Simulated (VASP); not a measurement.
# Ge (P1) in VASP: notebook

Runs on Ge. Level: PBEsol. Tasks: single point.

Program: VASP 6.6.1. These are calculated values, not measurements. Logs are shortened: lines on timing, memory, paths and dates and some standing lists are left out, and cuts for length are marked.

### Step 1. The cell of the first run

The typed cell holds 4 atoms: a = 3.997 Å, b = 3.997 Å, c = 6.596 Å, α = 90.00°, β = 90.00°, γ = 120.00°.

### Step 2. Single point, PBEsol (atom 1 (Ge) moved by (-0.200, -0.100) A along x and z)

The input, INCAR:

```
SYSTEM = Ge
  PREC = Accurate
  ENCUT = 520
  EDIFF = 1E-7
  ISMEAR = 0
  SIGMA = 0.15
  LREAL = .FALSE.
  LASPH = .TRUE.
  NELM = 60
  ALGO = Fast
  ISIF = 2
  LWAVE = .FALSE.
  LCHARG = .FALSE.
  GGA = PS
  NBANDS = 36
```

The input, KPOINTS:

```
Automatic mesh
0
G
  12 12 8
  0 0 0
```

The input, POSCAR:

```
Ge
1.0
    3.9969678642      0.0000000000      0.0000000000
   -1.9984839321      3.4614757085      0.0000000000
    0.0000000000      0.0000000000      6.5963651330
Ge
4
Direct
    0.6166287362      0.3333333333      0.0477519922
    0.3333333333      0.6666666667      0.5629118565
    0.6666666667      0.3333333333      0.4370881435
    0.3333333333      0.6666666667      0.9370881435
```

Potentials or basis: VASP PAW PBE potentials, release 64 (Ge_d).

Command:

```
> cat potpaw_PBE.64/Ge_d/POTCAR > POTCAR
> mpirun -np 1 vasp_std > vasp.out
```

OUTCAR:

```text
SYSTEM = Ge
   PREC = Accurate
   ENCUT = 520
   EDIFF = 1E-7
   ISMEAR = 0
   LREAL = .FALSE.
   LASPH = .TRUE.
   NELM = 60
   ISIF = 2
   GGA = PS

 ion  position               nearest neighbor table
   1  0.617  0.333  0.048-   4 2.26   4 2.43   3 2.58   4 2.59
   2  0.333  0.667  0.563-   3 2.45   3 2.45   3 2.45   4 2.47
   3  0.667  0.333  0.437-   2 2.45   2 2.45   2 2.45   1 2.58
   4  0.333  0.667  0.937-   1 2.26   1 2.43   2 2.47   1 2.59

  LATTYP: Found a hexagonal cell.
 ALAT       =     3.9969678642
 C/A-ratio  =     1.6503422987

  Lattice vectors:

 A1 = (   3.9969678642,   0.0000000000,   0.0000000000)
 A2 = (  -1.9984839321,   3.4614757085,   0.0000000000)
 A3 = (   0.0000000000,   0.0000000000,   6.5963651330)

Analysis of symmetry for initial positions (statically):
=====================================================================
 Subroutine PRICEL returns:
 Original cell was already a primitive cell.

 Routine SETGRP: Setting up the symmetry group for a
 hexagonal supercell.

 Subroutine GETGRP returns: Found  1 space group operations
 (whereof  1 operations were pure point group operations)
 out of a pool of 24 trial point group operations.

The static configuration has the point symmetry C_1 .

Analysis of symmetry for dynamics (positions and initial velocities):
=====================================================================
 Subroutine PRICEL returns:
 Original cell was already a primitive cell.

 Routine SETGRP: Setting up the symmetry group for a
 hexagonal supercell.

 Subroutine GETGRP returns: Found  1 space group operations
 (whereof  1 operations were pure point group operations)
 out of a pool of 24 trial point group operations.

The dynamic configuration has the point symmetry C_1 .

 Subroutine INISYM returns: Found  1 space group operations
 (whereof  1 operations are pure point group operations),
 and found     1 'primitive' translations

----------------------------------------------------------------------------------------

                                     Primitive cell

  volume of cell :      91.2634

  direct lattice vectors                    reciprocal lattice vectors
     3.996967864  0.000000000  0.000000000     0.250189652  0.144447063  0.000000000
    -1.998483932  3.461475709  0.000000000     0.000000000  0.288894126  0.000000000
     0.000000000  0.000000000  6.596365133     0.000000000  0.000000000  0.151598643

[... 82 lines left out ...]
   LNONCOLLINEAR =      F non collinear calculations
   LSORBIT =      F    spin-orbit coupling
   LASPH  =      T    aspherical Exc in radial PAW
   ENCUT  =  520.0 eV  38.22 Ry    6.18 a.u.   7.43  7.43 12.26*2*pi/ulx,y,z
   NELM   =     60;   NELMIN=  2; NELMDL= -5     # of ELM steps
   EDIFF  = 0.1E-06   stopping-criterion for ELM
   LREAL  =      F    real-space projection
   EDIFFG = 0.1E-05   stopping-criterion for IOM
   NSW    =      0    number of steps for IOM
   IBRION =     -1    ionic relax: 0-MD 1-quasi-New 2-CG
   NFREE  =      0    steps in history (QN), initial steepest desc. (CG)
   ISIF   =      2    stress and relaxation
   ISYM   =      2    0-nonsym 1-usesym 2-fastsym
   POTIM  = 0.5000    time-step for ionic-motion
   TEBEG  =    0.0;   TEEND  =   0.0 temperature during run
   PSTRESS=    0.0 pullay stress
   NELECT =      56.0000    total number of electrons
   NUPDOWN=      -1.0000    fix difference up-down
   EMIN   =  10.00;   EMAX   =-10.00  energy-range for DOS
   EFERMI =   0.00;   METHOD = LEGACY
   ISMEAR =     0;   SIGMA  =   0.15  broadening in eV -4-tet -1-fermi 0-gaus
   EFERMI_NEDOS =   21; number of points for ismear=-14 and -15
   IALGO  =     68    algorithm
   IMIX   =      4    mixing-type and parameters
     AMIX     =   0.40;   BMIX     =  1.00
     AMIX_MAG =   1.60;   BMIX_MAG =  1.00
  volume/ion in A,a.u.               =      22.82       153.97
  Fermi-wavevector in a.u.,A,eV,Ry     =   1.391144  2.628880 26.331090  1.935281
  Thomas-Fermi vector in A             =   2.515011
   LORBIT       =      0    0 simple, 1 ext, 2 COOP (PROOUT), +10 PAW based schemes
   GGA     = PS    functional components
   LHFCALC =     F    Hartree Fock is set to
   AEXX    =    0.0000 exact exchange contribution
   IVDW    =     0    specifies the selected vdW correction
   LEPSILON=     F    determine dielectric tensor
   LRPA    =     F    only Hartree local field effects (RPA)
 non-spin polarized calculation
 RMM-DIIS sequential band-by-band and
 Gauss-broadening in eV      SIGMA  =   0.15
  energy-cutoff  :      520.00
  volume of cell :       91.26
 maximum number of plane-waves:      2491
 NGX is ok and might be reduce to    30
   NGX = 15   NGY = 15   NGZ = 25

 number of electron      56.0000052 magnetization

 Free energy of the ion-electron system (eV)
  ---------------------------------------------------
  ext. energy  EPLUGINS =         0.00000000
  ---------------------------------------------------
  free energy    TOTEN  =       -19.38551804 eV

  energy without entropy =      -19.38263803  energy(sigma->0) =      -19.38407803

 E-fermi :   4.8790     XC(G=0): -10.0883

 val. band max:        4.8723757417   @ k =  -0.3333   0.0000   0.2500
 cond. band min:       4.8902351356   @ k =   0.0000   0.0833   0.1250
 fundamental gap:      0.0178593938
 Fermi energy:         4.8790339888

 k-point     1 :       0.0000    0.0000    0.0000
  band No.  band energies     occupation
      1     -20.2088      2.00000
      2     -20.0977      2.00000
      3     -20.0785      2.00000
      4     -20.0645      2.00000
      5     -20.0312      2.00000
      6     -19.9918      2.00000
[... 925 lines left out ...]
     35      10.3937      0.00000
     36      11.0733      0.00000

 [... further k-points ...]
[... 5 lines left out ...]
  --------------------------------------------------------------------------------------
  -------------------------------------------------------------------------------------
  Total        1.2449540      0.8970816     -0.6655519     -1.8607099     -0.3207034      1.0907123
  in kB       21.8558271     15.7487424    -11.6841161    -32.6657481     -5.6301174     19.1480320
  external PRESSURE =       8.6401511 kB  Pullay stress =       0.0000000 kB

 VOLUME and BASIS-vectors are now :
 -----------------------------------------------------------------------------
  energy-cutoff  :      520.00
  volume of cell :       91.26
      direct lattice vectors                 reciprocal lattice vectors
     3.996967864  0.000000000  0.000000000     0.250189652  0.144447063  0.000000000
    -1.998483932  3.461475709  0.000000000     0.000000000  0.288894126  0.000000000
     0.000000000  0.000000000  6.596365133     0.000000000  0.000000000  0.151598643

 POSITION                                       TOTAL-FORCE (eV/Angst)
 -----------------------------------------------------------------------------------
      1.79848      1.15383      0.31499         2.452793     -0.517049      1.361261
     -0.00000      2.30765      3.71317         0.045709     -0.001142     -0.116678
      1.99848      1.15383      2.88319        -0.151361      0.003856     -0.524364
     -0.00000      2.30765      6.18138        -2.347141      0.514336     -0.720219
 -----------------------------------------------------------------------------------
    total drift:                               -0.000005     -0.000001     -0.001897

  FREE ENERGIE OF THE ION-ELECTRON SYSTEM (eV)
  ---------------------------------------------------
  free  energy   TOTEN  =       -19.3855180377 eV

  energy  without entropy=      -19.3826380313  energy(sigma->0) =      -19.38407803
```

Run time: 47 min. Hardware: 1 thread of Oxide Virtual Turin-like, shared host; peak memory 1.2 GiB.

What came out:

- Free energy: -19.3855 eV
- Pressure: 0.9 GPa
- Largest force: 2.852 eV/Å
- Band gap on the k mesh: zero (bands 28 and 29 overlap by 0.10 eV)

Forces in eV/Å, atoms in the order of the input:
```
Ge   2.453 -0.517  1.361
Ge   0.046 -0.001 -0.117
Ge  -0.151  0.004 -0.524
Ge  -2.347  0.514 -0.720
```

Stress tensor (GPa, compression positive):
```
 2.19 -3.27  1.91
-3.27  1.57 -0.56
 1.91 -0.56 -1.17
```

Levels at points of the mesh, in eV from the Fermi level:
```
           k point  band 26  band 27  band 28  band 29  band 30  band 31
(0.00, 0.00, 0.00)    -0.40    -0.31    -0.06     0.07     0.46     1.78
(0.50, 0.00, 0.00)    -3.34    -2.51    -1.70     0.07     1.35     3.31
(0.00, 0.50, 0.00)    -3.14    -2.73    -1.55     0.25     1.48     3.53
(0.50, 0.50, 0.00)    -3.09    -2.97    -1.50     0.50     1.74     3.69
(0.00, 0.00, 0.50)    -0.83    -0.80    -0.39     0.22     0.65     2.41
(0.50, 0.00, 0.50)    -2.74    -2.41    -2.35     0.21     0.70     1.55
(0.00, 0.50, 0.50)    -2.62    -2.33    -2.15     0.32     0.52     1.67
(0.50, 0.50, 0.50)    -2.51    -2.33    -2.21     0.21     0.61     1.81
```

Caveat: the cell differs from its parent crystal (atom 1 (Ge) moved by (-0.200, -0.100) A along x and z); semilocal functionals underestimate gaps, so a narrow gap can read as zero; the PAW data sets were made with another functional, which shifts forces and pressure a little.

### Step 3. Single point, PBEsol (atom 1 (Ge) moved by (-0.200, +0.000) A along x and z)

The input, INCAR:

```
PREC = Accurate
ENCUT = 520
EDIFF = 1E-6
ISMEAR = 0
SIGMA = 0.15
LREAL = False
LASPH = True
NELM = 100
ALGO = Fast
ISIF = 2
LWAVE = False
LCHARG = True
GGA = PS
LELF = True
LVHAR = True
NBANDS = 36
```

The input, KPOINTS:

```
Automatic mesh
0
Gamma
  12 12 8
```

POSCAR: that of step 2 with these lines changed.

```diff
@@ -8,3 +8,3 @@
 Direct
-    0.6166287362      0.3333333333      0.0477519922
+    0.6166287362      0.3333333333      0.0629118565
     0.3333333333      0.6666666667      0.5629118565
```

Potentials or basis: VASP PAW PBE potentials, release 64 (Ge_d).

Command:

```
> cat potpaw_PBE.64/Ge_d/POTCAR > POTCAR
> mpirun -np 1 vasp_std > vasp.out
```

Wall time 35 min (1 thread of Oxide Virtual Turin-like, shared host); peak memory 1.2 GiB.

Results (log left out):

| Quantity | Value |
| --- | --- |
| Free energy | -19.4731 eV |
| Pressure | 0.4 GPa |
| Largest force | 2.197 eV/Å |
| Band gap on the k mesh | zero (bands 28 and 29 overlap by 0.26 eV) |

Forces on the atoms (eV/Å):
```
Ge   2.124 -0.448  0.340
Ge   0.054 -0.001  0.005
Ge  -0.129  0.004 -0.047
Ge  -2.048  0.444 -0.298
```

Stress tensor (GPa, compression positive):
```
 0.93 -2.68  1.99
-2.68  0.39 -0.53
 1.99 -0.53 -0.05
```

Levels at points of the mesh, in eV from the Fermi level:
```csv
k point,band 26,band 27,band 28,band 29,band 30,band 31
"(0.00, 0.00, 0.00)",-0.46,-0.25,-0.14,-0.10,0.52,1.72
"(0.50, 0.00, 0.00)",-3.29,-2.73,-1.66,0.14,1.30,3.07
"(0.00, 0.50, 0.00)",-3.16,-2.91,-1.48,0.28,1.45,3.39
"(0.50, 0.50, 0.00)",-3.19,-3.07,-1.43,0.48,1.74,3.49
"(0.00, 0.00, 0.50)",-0.97,-0.96,-0.29,0.50,0.54,2.48
"(0.50, 0.00, 0.50)",-2.80,-2.56,-2.50,0.22,0.54,1.69
"(0.00, 0.50, 0.50)",-2.72,-2.48,-2.16,0.32,0.35,1.83
"(0.50, 0.50, 0.50)",-2.62,-2.49,-2.24,0.13,0.50,1.80
```

Caveat: the cell differs from its parent crystal (atom 1 (Ge) moved by (-0.200, +0.000) A along x and z); semilocal functionals underestimate gaps, so a narrow gap can read as zero; the PAW data sets were made with another functional, which shifts forces and pressure a little.
